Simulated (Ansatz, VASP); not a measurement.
## HfAl3N in VASP and in Ansatz

```
Hf Al N
1.0
     5.67709    0.00000    0.00000
    -2.83854    4.91650    0.00000
     0.00000    0.00000    4.15331
Hf Al N
1 3 1
Direct
  0.00000 0.00000 0.50000
  0.50004 0.00000 0.50000
  0.00000 0.50004 0.50000
  0.49996 0.49996 0.50000
  0.00000 0.00000 0.00000
```

Alike in both runs: functional PBE; k mesh 6 × 6 × 4; occupations gaussian, width 0.1 eV; no spin polarisation.

Ansatz relaxed the structure, and its values are those at the end. VASP's run is a single point on that final structure, the one shown.

|  | VASP | Ansatz |
| --- | --- | --- |
| version | VASP 6.6.1 | Ansatz 0.2.0 |
| potentials or method | VASP PAW PBE potentials, release 64 (Hf_pv, Al, N), cutoff 520 eV | scalar-relativistic, plane waves, PAW |
| valence electrons in the cell | 24 | 40 |

```tsv
	VASP	Ansatz	Ansatz less VASP
gap on the k mesh at the Fermi level (eV)	none	none	-
pressure (GPa)	0.0	0.0	+0.02
```

A gap of «none» marks a metal or a gap that the smearing closes. VASP's potentials hold 24 valence electrons a cell and Ansatz's 40, so a difference there can come from the potentials and not from the codes.

The k mesh is coarse, so the values compare programs but aren't converged. Spin-orbit coupling is off throughout.
